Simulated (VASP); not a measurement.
Here is a VASP 6.6.1 calculation.

INCAR

```
SYSTEM = Cu
PREC = Accurate
ENCUT = 520
EDIFF = 1E-6
ISMEAR = 0
SIGMA = 0.15
LREAL = .False.
LASPH = .True.
NELM = 80
ALGO = Normal
ISIF = 2
LWAVE = .False.
LCHARG = .False.
GGA = PE
NBANDS = 12
```

The input KPOINTS:

```
regular mesh
0
Gamma
  24 24 24
  0 0 0
```

The input POSCAR:

```
Cu
1.0
    0.0000000000      1.8278857379      1.6920738275
    1.8278857379      0.0000000000      1.6920738275
    1.8278857379      1.8278857379      0.0000000000
Cu
1
Direct
    0.0000000000      0.0000000000      0.0000000000
```

Potentials or basis: VASP PAW PBE potentials, release 64 (Cu).

Command:

```sh
$ cat potpaw_PBE.64/Cu/POTCAR > POTCAR
$ mpirun -np 1 vasp_std > vasp.out
```

(1) What does it give for the band gap on the k mesh?

(2) Estimate the pressure.

Answers

(1) zero (an odd number of electrons rules out a gap without spin polarisation).

(2) 9.8 GPa.

Caveat: the cell stands under pressure.
